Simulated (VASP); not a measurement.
# NaH (Fm-3m) in VASP: single point with PBE

Aim: the single point of NaH with PBE.

Everything below comes from runs of VASP 6.6.1. Logs are shortened: lines on timing, memory, paths and dates and some standing lists are left out, and cuts for length are marked.

## (1) The cell of the first run

Symmetry: Fm-3m, No. 225, cubic system. The conventional cell has a = 4.880 Å, b = 4.880 Å, c = 4.880 Å, α = 90.00°, β = 90.00°, γ = 90.00°. Na (site symmetry m-3m) has 6 H at 2.44 Å within 3.2 Å. H (site symmetry m-3m) has 6 Na at 2.44 Å within 3.2 Å.

## (2) Single point, PBE

The input, INCAR:

```
  ALGO = Normal
  EDIFF = 1E-7
  ENCUT = 520
  GGA = PE
  ISIF = 2
  ISMEAR = 0
  LASPH = T
  LCHARG = T
  LELF = T
  LREAL = F
  LVHAR = T
  LWAVE = F
  NBANDS = 11
  NELM = 60
  PREC = Accurate
  SIGMA = 0.01
```

The input, KPOINTS:

```
k-points
0
Gamma
  6 6 6
```

The input, POSCAR:

```
NaH
1.0
    0.0000000000      2.4400000000      2.4400000000
    2.4400000000      0.0000000000      2.4400000000
    2.4400000000      2.4400000000      0.0000000000
Na H
1 1
Direct
    0.0000000000      0.0000000000      0.0000000000
    0.5000000000      0.5000000000      0.5000000000
```

Potentials or basis: VASP PAW PBE potentials, release 64 (Na_pv, H).

Started as:

```console
$ cat potpaw_PBE.64/Na_pv/POTCAR potpaw_PBE.64/H/POTCAR > POTCAR
$ mpirun -np 1 vasp_std > vasp.out
```

OUTCAR:

```text
EDIFF = 1E-7
   ENCUT = 520
   GGA = PE
   ISIF = 2
   ISMEAR = 0
   LASPH = T
   LREAL = F
   NELM = 60
   PREC = Accurate

 ion  position               nearest neighbor table
   1  0.000  0.000  0.000-
   2  0.500  0.500  0.500-

  LATTYP: Found a face centered cubic cell.
 ALAT       =     4.8800000000

  Lattice vectors:

 A1 = (   0.0000000000,   2.4400000000,   2.4400000000)
 A2 = (   2.4400000000,   0.0000000000,   2.4400000000)
 A3 = (   2.4400000000,   2.4400000000,   0.0000000000)

Analysis of symmetry for initial positions (statically):
=====================================================================
 Subroutine PRICEL returns:
 Original cell was already a primitive cell.

 Routine SETGRP: Setting up the symmetry group for a
 face centered cubic supercell.

 Subroutine GETGRP returns: Found 48 space group operations
 (whereof 48 operations were pure point group operations)
 out of a pool of 48 trial point group operations.

The static configuration has the point symmetry O_h .

Analysis of symmetry for dynamics (positions and initial velocities):
=====================================================================
 Subroutine PRICEL returns:
 Original cell was already a primitive cell.

 Routine SETGRP: Setting up the symmetry group for a
 face centered cubic supercell.

 Subroutine GETGRP returns: Found 48 space group operations
 (whereof 48 operations were pure point group operations)
 out of a pool of 48 trial point group operations.

The dynamic configuration has the point symmetry O_h .

 Subroutine INISYM returns: Found 48 space group operations
 (whereof 48 operations are pure point group operations),
 and found     1 'primitive' translations

----------------------------------------------------------------------------------------

                                     Primitive cell

  volume of cell :      29.0536

  direct lattice vectors                    reciprocal lattice vectors
     0.000000000  2.440000000  2.440000000    -0.204918033  0.204918033  0.204918033
     2.440000000  0.000000000  2.440000000     0.204918033 -0.204918033  0.204918033
     2.440000000  2.440000000  0.000000000     0.204918033  0.204918033 -0.204918033

  length of vectors
     3.450681092  3.450681092  3.450681092     0.354928444  0.354928444  0.354928444

  position of ions in fractional coordinates (direct lattice)
     0.000000000  0.000000000  0.000000000
     0.500000000  0.500000000  0.500000000

  ion indices of the primitive-cell ions
   primitive index   ion index
                 1           1
                 2           2

----------------------------------------------------------------------------------------

 KPOINTS: k-points

Automatic generation of k-mesh.
 Grid dimensions read from file:
 generate k-points for:    6    6    6

 Generating k-lattice:

  Cartesian coordinates                     Fractional coordinates (reciprocal lattice)
    -0.034153005  0.034153005  0.034153005     0.166666667  0.000000000  0.000000000
     0.034153005 -0.034153005  0.034153005     0.000000000  0.166666667  0.000000000
     0.034153005  0.034153005 -0.034153005     0.000000000  0.000000000  0.166666667

  Length of vectors
     0.059154741  0.059154741  0.059154741

  Shift w.r.t. Gamma in fractional coordinates (k-lattice)
     0.000000000  0.000000000  0.000000000

 Subroutine IBZKPT returns following result:
 ===========================================

 Found     16 irreducible k-points:

 Following reciprocal coordinates:
            Coordinates               Weight
  0.000000  0.000000  0.000000      1.000000
  0.166667  0.000000  0.000000      8.000000
  0.333333  0.000000  0.000000      8.000000
  0.500000  0.000000  0.000000      4.000000
  0.166667  0.166667  0.000000      6.000000
  0.333333  0.166667  0.000000     24.000000
[... 8 lines left out ...]
 -0.333333  0.333333  0.166667     24.000000
 -0.333333  0.500000  0.166667     12.000000
   k-points           NKPTS =     16   k-points in BZ     NKDIM =     16   number of bands    NBANDS=     11
   number of dos      NEDOS =    301   number of ions     NIONS =      2
   total plane-waves  NPLWV =  21952
   dimension x,y,z NGX =    28 NGY =   28 NGZ =   28
   dimension x,y,z NGXF=    56 NGYF=   56 NGZF=   56
   ions per type =               1   1
   NGX,Y,Z   is equivalent  to a cutoff of  13.49, 13.49, 13.49 a.u.
   NGXF,Y,Z  is equivalent  to a cutoff of  26.98, 26.98, 26.98 a.u.
 SYSTEM =  unknown system
   PREC   = accura    normal or accurate (medium, high low for compatibility)
   ISTART =      0    job   : 0-new  1-cont  2-samecut
   ICHARG =      2    charge: 1-file 2-atom 10-const
   ISPIN  =      1    spin polarized calculation?
   LNONCOLLINEAR =      F non collinear calculations
   LSORBIT =      F    spin-orbit coupling
   LASPH  =      T    aspherical Exc in radial PAW
   ENCUT  =  520.0 eV  38.22 Ry    6.18 a.u.   6.42  6.42  6.42*2*pi/ulx,y,z
   NELM   =     60;   NELMIN=  2; NELMDL= -5     # of ELM steps
   EDIFF  = 0.1E-06   stopping-criterion for ELM
   LREAL  =      F    real-space projection
   EDIFFG = 0.1E-05   stopping-criterion for IOM
   NSW    =      0    number of steps for IOM
   IBRION =     -1    ionic relax: 0-MD 1-quasi-New 2-CG
   NFREE  =      0    steps in history (QN), initial steepest desc. (CG)
   ISIF   =      2    stress and relaxation
   ISYM   =      2    0-nonsym 1-usesym 2-fastsym
   POTIM  = 0.5000    time-step for ionic-motion
   TEBEG  =    0.0;   TEEND  =   0.0 temperature during run
   PSTRESS=    0.0 pullay stress
   NELECT =       8.0000    total number of electrons
   NUPDOWN=      -1.0000    fix difference up-down
   EMIN   =  10.00;   EMAX   =-10.00  energy-range for DOS
   EFERMI =   0.00;   METHOD = LEGACY
   ISMEAR =     0;   SIGMA  =   0.01  broadening in eV -4-tet -1-fermi 0-gaus
   EFERMI_NEDOS =   21; number of points for ismear=-14 and -15
   IALGO  =     38    algorithm
   IMIX   =      4    mixing-type and parameters
     AMIX     =   0.40;   BMIX     =  1.00
     AMIX_MAG =   1.60;   BMIX_MAG =  1.00
  volume/ion in A,a.u.               =      14.53        98.03
  Fermi-wavevector in a.u.,A,eV,Ry     =   1.065054  2.012660 15.433636  1.134340
  Thomas-Fermi vector in A             =   2.200593
   LORBIT       =      0    0 simple, 1 ext, 2 COOP (PROOUT), +10 PAW based schemes
   GGA     = PE    functional components
   LHFCALC =     F    Hartree Fock is set to
   AEXX    =    0.0000 exact exchange contribution
   IVDW    =     0    specifies the selected vdW correction
   LEPSILON=     F    determine dielectric tensor
   LRPA    =     F    only Hartree local field effects (RPA)
 non-spin polarized calculation
 Gauss-broadening in eV      SIGMA  =   0.01
  energy-cutoff  :      520.00
  volume of cell :       29.05
 maximum number of plane-waves:       797
 NGX is ok and might be reduce to    28
   NGX = 13   NGY = 13   NGZ = 13

 number of electron       8.0000008 magnetization

 Free energy of the ion-electron system (eV)
  ---------------------------------------------------
  ext. energy  EPLUGINS =         0.00000000
  ---------------------------------------------------
  free energy    TOTEN  =        -5.08607622 eV

  energy without entropy =       -5.08607622  energy(sigma->0) =       -5.08607622

 E-fermi :  -1.0950     XC(G=0):  -7.6722

 val. band max:       -1.2491143378   @ k =  -0.3333   0.5000   0.1667
 cond. band min:       2.5067679970   @ k =   0.5000   0.0000   0.0000
 fundamental gap:      3.7558823347
 Fermi energy:        -1.0950281436

 k-point     1 :       0.0000    0.0000    0.0000
  band No.  band energies     occupation
      1     -23.3597      2.00000
      2     -23.3597      2.00000
      3     -23.3597      2.00000
      4      -4.7405      2.00000
      5       8.9585      0.00000
      6      14.1803      0.00000
      7      14.1803      0.00000
      8      14.1803      0.00000
      9      14.9678      0.00000
     10      14.9678      0.00000
     11      14.9678      0.00000

 k-point     2 :       0.1667    0.0000    0.0000
  band No.  band energies     occupation
      1     -23.3811      2.00000
      2     -23.3623      2.00000
      3     -23.3622      2.00000
      4      -4.2795      2.00000
      5       7.4703      0.00000
      6      10.9422      0.00000
      7      13.0687      0.00000
      8      13.0687      0.00000
      9      16.2311      0.00000
     10      16.2311      0.00000
     11      16.5042      0.00000

 k-point     3 :       0.3333    0.0000    0.0000
  band No.  band energies     occupation
      1     -23.4232      2.00000
      2     -23.3674      2.00000
      3     -23.3674      2.00000
      4      -3.0481      2.00000
      5       4.2892      0.00000
      6       9.6762      0.00000
      7      12.2574      0.00000
      8      12.2575      0.00000
      9      15.3807      0.00000
     10      15.3807      0.00000
     11      17.5164      0.00000

 k-point     4 :       0.5000    0.0000    0.0000
  band No.  band energies     occupation
      1     -23.4441      2.00000
      2     -23.3700      2.00000
      3     -23.3700      2.00000
      4      -2.0461      2.00000
      5       2.5068      0.00000
      6       9.3770      0.00000
      7      11.9982      0.00000
      8      11.9982      0.00000
      9      14.8547      0.00000
     10      14.8547      0.00000
     11      17.3326      0.00000

 k-point     5 :       0.1667    0.1667    0.0000
  band No.  band energies     occupation
      1     -23.3802      2.00000
      2     -23.3669      2.00000
      3     -23.3669      2.00000
      4      -4.1320      2.00000
      5       7.4262      0.00000
      6      11.4719      0.00000
      7      11.5700      0.00000
      8      11.5700      0.00000
      9      15.0259      0.00000
     10      16.9341      0.00000
     11      18.8918      0.00000
[... 99 lines left out ...]
 k-point    13 :       0.5000    0.5000    0.0000
  band No.  band energies     occupation
      1     -23.4352      2.00000
      2     -23.3886      2.00000
      3     -23.3885      2.00000
      4      -1.3753      2.00000
      5       3.3760      0.00000
      6       8.7197      0.00000
      7       9.2881      0.00000
      8       9.2881      0.00000
      9      10.2626      0.00000
     10      22.0753      0.00000
     11      23.9474      0.00000

 k-point    14 :       0.5000    0.3333    0.1667
  band No.  band energies     occupation
      1     -23.4211      2.00000
      2     -23.3918      2.00000
      3     -23.3771      2.00000
      4      -2.1674      2.00000
      5       4.4792      0.00000
      6       6.4556      0.00000
      7       9.2690      0.00000
      8      13.9194      0.00000
      9      14.1603      0.00000
     10      16.3816      0.00000
     11      20.1604      0.00000

 k-point    15 :      -0.3333    0.3333    0.1667
  band No.  band energies     occupation
      1     -23.4233      2.00000
      2     -23.4014      2.00000
      3     -23.3818      2.00000
      4      -1.4600      2.00000
      5       3.8285      0.00000
      6       5.5820      0.00000
      7       8.4446      0.00000
      8      13.9541      0.00000
      9      15.1952      0.00000
     10      17.5604      0.00000
     11      19.3861      0.00000

 k-point    16 :      -0.3333    0.5000    0.1667
  band No.  band energies     occupation
      1     -23.4235      2.00000
      2     -23.4002      2.00000
      3     -23.3898      2.00000
      4      -1.2491      2.00000
      5       3.9839      0.00000
      6       5.8328      0.00000
      7       7.3277      0.00000
      8      13.5372      0.00000
      9      13.5424      0.00000
     10      19.1572      0.00000
     11      19.4129      0.00000

------------------------ aborting loop because EDIFF is reached ----------------------------------------

  FORCE on cell =-STRESS in cart. coord.  units (eV):
  Direction    XX          YY          ZZ          XY          YZ          ZX
  --------------------------------------------------------------------------------------
  -------------------------------------------------------------------------------------
  Total       -0.1250309     -0.1250309     -0.1250309      0.0000000      0.0000000     -0.0000000
  in kB       -6.8949100     -6.8949100     -6.8949100      0.0000000      0.0000000     -0.0000000
  external PRESSURE =      -6.8949100 kB  Pullay stress =       0.0000000 kB

 VOLUME and BASIS-vectors are now :
 -----------------------------------------------------------------------------
  energy-cutoff  :      520.00
  volume of cell :       29.05
      direct lattice vectors                 reciprocal lattice vectors
     0.000000000  2.440000000  2.440000000    -0.204918033  0.204918033  0.204918033
     2.440000000  0.000000000  2.440000000     0.204918033 -0.204918033  0.204918033
     2.440000000  2.440000000  0.000000000     0.204918033  0.204918033 -0.204918033

 POSITION                                       TOTAL-FORCE (eV/Angst)
 -----------------------------------------------------------------------------------
      0.00000      0.00000      0.00000         0.000000      0.000000      0.000000
      2.44000      2.44000      2.44000        -0.000000     -0.000000     -0.000000
 -----------------------------------------------------------------------------------
    total drift:                               -0.000000      0.000000      0.000000

  FREE ENERGIE OF THE ION-ELECTRON SYSTEM (eV)
  ---------------------------------------------------
  free  energy   TOTEN  =        -5.0860762238 eV

  energy  without entropy=       -5.0860762238  energy(sigma->0) =       -5.08607622
```

Run time: 5.2 s. Hardware: 1 thread of AMD EPYC 9R14 (Zen 4), shared host; peak memory 0.12 GiB.

Results:

```
Free energy            : -5.0861 eV
Pressure               : -0.7 GPa
Band gap on the k mesh : 3.76 eV, indirect (least direct gap 4.55 eV)
```

Levels at points of the mesh, in eV from the valence-band top:
```tsv
k point	band 2	band 3	band 4	band 5	band 6	band 7
(0.00, 0.00, 0.00)	-22.11	-22.11	-3.49	10.21	15.43	15.43
(0.50, 0.00, 0.00)	-22.12	-22.12	-0.80	3.76	10.63	13.25
(0.50, 0.50, 0.00)	-22.14	-22.14	-0.13	4.63	9.97	10.54
```

A k mesh can miss the band edges. PBE gaps usually lie below the measured ones, often by a third to a half.
